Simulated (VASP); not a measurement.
Write the native input for VASP 6.6.1 that does the following.

```yaml
Task: single point
Functional: r2SCAN
Potentials_or_basis: VASP PAW PBE potentials, release 64 (Ti_sv)
Cutoff: 520 eV
k_mesh: 20 × 20 × 20
Occupations: gaussian, width 0.15 eV
Spin: no spin polarisation
Dipole_correction: no
Further_INCAR_settings: ALGO = Normal; EDIFF = 1e-06; NBANDS = 12
```

Ti:

```
CELL_PARAMETERS angstrom
0.00000 2.03000 1.92850
2.03000 0.00000 1.92850
2.03000 2.03000 0.00000
ATOMIC_POSITIONS crystal
Ti 0.00000 0.00000 0.00000
```

This cell differs from its parent crystal: strain +0.000 along x and y, -0.050 along z.

These files were run (other wordings do the same):

POSCAR

```
Ti
1.0
    0.0000000000      2.0300000000      1.9285000000
    2.0300000000      0.0000000000      1.9285000000
    2.0300000000      2.0300000000      0.0000000000
Ti
1
Direct
    0.0000000000      0.0000000000      0.0000000000
```

INCAR.step1

```
PREC = Accurate
ENCUT = 520
ISMEAR = 0
SIGMA = 0.15
LREAL = F
LASPH = T
NELM = 60
NBANDS = 12
GGA = PE
ALGO = Normal
EDIFF = 1E-4
LWAVE = T
LCHARG = F
```

INCAR.step2

```
PREC = Accurate
ENCUT = 520
EDIFF = 1E-6
ISMEAR = 0
SIGMA = 0.15
LREAL = F
LASPH = T
NELM = 60
ALGO = Normal
ISIF = 2
LWAVE = F
LCHARG = T
METAGGA = R2SCAN
LMIXTAU = T
LELF = T
LVHAR = T
NBANDS = 12
ISTART = 1
```

KPOINTS

```
regular mesh
0
Gamma
  20 20 20
```

Potentials or basis: VASP PAW PBE potentials, release 64 (Ti_sv).

Run with:

```sh
$ cat potpaw_PBE.64/Ti_sv/POTCAR > POTCAR
$ cp INCAR.step1 INCAR
$ mpirun -np 1 vasp_std > vasp.out
$ cp INCAR.step2 INCAR
$ mpirun -np 1 vasp_std > vasp.out
```

Results of the run:

| Quantity | Value |
| --- | --- |
| Pressure | 11.8 GPa |
| Band gap on the k mesh | zero (bands 6 and 7 overlap by 1.57 eV) |

Caveat: the cell differs from its parent crystal (strain +0.000 along x and y, -0.050 along z); the cell stands under pressure; the PAW data sets were made with another functional, which shifts forces and pressure a little.

Wall time 5.1 min on 1 thread of Intel(R) Xeon(R) Platinum 8259CL CPU @ 2.50GHz (Skylake/Cascade Lake), on a shared host, peak memory 0.24 GiB.
